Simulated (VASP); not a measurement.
## Al: single point with r2SCAN

Crystal: Al.

```
Al
1.0
    -0.02046    1.97065    2.04383
     2.00266    0.00997    2.01341
     2.05929    1.99687   -0.04667
Al
1
Direct
  0.00000 0.00000 0.00000
```

```yaml
Program: VASP 6.6.1
Task: single point
Functional: r2SCAN
Potentials_or_basis: VASP PAW PBE potentials, release 64 (Al)
Cutoff: 520 eV
k_mesh: 10 × 10 × 10
Occupations: fermi-dirac, width 0.05 eV
Spin: no spin polarisation
```

```json
{
 "Pressure": "-3.6 GPa"
}
```

Stress tensor (GPa, compression positive):
```
-3.21 -1.20  0.23
-1.20 -4.79  0.47
 0.23  0.47 -2.71
```

Levels at points of the mesh, in eV from the Fermi level:
```csv
k point,band 1,band 2,band 3,band 4,band 5,band 6
"(0.00, 0.00, 0.00)",-11.89,12.41,13.48,13.79,14.18,15.09
"(0.50, 0.00, 0.00)",-5.09,-4.67,12.00,12.08,12.13,12.54
"(0.00, 0.50, 0.00)",-4.92,-4.30,11.03,11.23,12.12,12.33
"(0.50, 0.50, 0.00)",-3.44,-2.01,5.55,5.83,6.55,10.08
"(0.00, 0.00, 0.50)",-5.24,-5.01,12.12,12.40,12.57,13.08
"(0.50, 0.00, 0.50)",-2.87,-1.25,4.78,5.02,6.19,9.46
"(0.00, 0.50, 0.50)",-3.36,-1.90,5.51,5.90,6.28,9.96
"(0.50, 0.50, 0.50)",-4.98,-4.43,11.02,11.30,12.33,12.57
```

Run time: 98 s on 1 thread of Intel(R) Xeon(R) 6975P-C (Granite Rapids), with other jobs on the host, peak memory 0.17 GiB.

Caveat: the PAW data sets were made with another functional, which shifts forces and pressure a little.
